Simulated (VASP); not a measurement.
Set up this calculation in VASP 6.6.1, as the native input.

```yaml
Task: single point
Functional: PBEsol
Dispersion: D3(BJ)
Potentials_or_basis: VASP PAW PBE potentials, release 64 (Al, N)
Cutoff: 520 eV
k_mesh: 10 × 10 × 6
Occupations: fermi-dirac, width 0.05 eV
Spin: no spin polarisation
Dipole_correction: no
Further_INCAR_settings: ALGO = Normal; EDIFF = 1e-06; NBANDS = 16
```

The structure of AlN lies in POSCAR:

```
AlN
1.0
    3.0970732189      0.0000000000      0.0000000000
   -1.5485366095      2.6821440850      0.0000000000
    0.0000000000      0.0000000000      4.9499708397
Al N
2 2
Direct
    0.6666666667      0.3333333333      0.4988121605
    0.3333333333      0.6666666667     -0.0011878395
    0.6666666667      0.3333333333      0.8811878395
    0.3333333333      0.6666666667      0.3811878395
```

The input as run:

INCAR

```
SYSTEM = AlN
  PREC = Accurate
  ENCUT = 520
  EDIFF = 1E-6
  ISMEAR = -1
  SIGMA = 0.05
  LREAL = .False.
  LASPH = .True.
  NELM = 80
  ALGO = Normal
  ISIF = 2
  LWAVE = .False.
  LCHARG = .False.
  GGA = PS
  IVDW = 12
  NBANDS = 16
```

KPOINTS

```
regular mesh
0
Gamma
  10 10 6
  0 0 0
```

Potentials or basis: VASP PAW PBE potentials, release 64 (Al, N).

The run is started by

```sh
$ cat potpaw_PBE.64/Al/POTCAR potpaw_PBE.64/N/POTCAR > POTCAR
$ mpirun -np 1 vasp_std > vasp.out
```

Results of the run:

* Pressure: 0.0 GPa
* Band gap on the k mesh: 4.26 eV, direct
* Dispersion energy per atom: -0.229 eV

Caveat: the PAW data sets were made with another functional, which shifts forces and pressure a little.

Wall time 12 s on 1 thread of Intel(R) Xeon(R) 6975P-C (Granite Rapids) (shared host), peak memory 0.18 GiB.
